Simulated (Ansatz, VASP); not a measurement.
# Two plane-wave programs on Cu

```
CELL_PARAMETERS angstrom
0.00000 2.25907 2.25907
2.25907 0.00000 2.25907
2.25907 2.25907 0.00000
ATOMIC_POSITIONS crystal
Cu 0.00000 0.00000 0.00000
```

Alike in both runs: task relaxation of cell and atoms; functional PBE; k mesh 8 × 8 × 8; occupations gaussian, width 0.1 eV; no spin polarisation.

|  | VASP | Ansatz |
| --- | --- | --- |
| version | VASP 6.6.1 | Ansatz 0.2.0 |
| potentials or method | VASP PAW PBE potentials, release 64 (Cu), cutoff 600 eV | scalar-relativistic, plane waves, PAW |
| valence electrons in the cell | 11 | 19 |

Ansatz gave:

```
gap on the k mesh at the Fermi level, each at its own relaxed structure (eV) : none
relaxed volume (Å³/atom)                                                     : 12.03
relaxed cell length with the largest relative difference (Å)                 : 2.572
```

Q: Which values does VASP return?

A: gap on the k mesh at the Fermi level, each at its own relaxed structure (eV): none; relaxed volume (Å³/atom): 12.07; relaxed cell length with the largest relative difference (Å): 2.575.

A gap of «none» marks a metal or a gap that the smearing closes. VASP's potentials hold 11 valence electrons a cell and Ansatz's 19, so a difference there can come from the potentials and not from the codes.

Noted on VASP's run: the volume moved by over 15 % at a fixed basis, so the end points are rough.
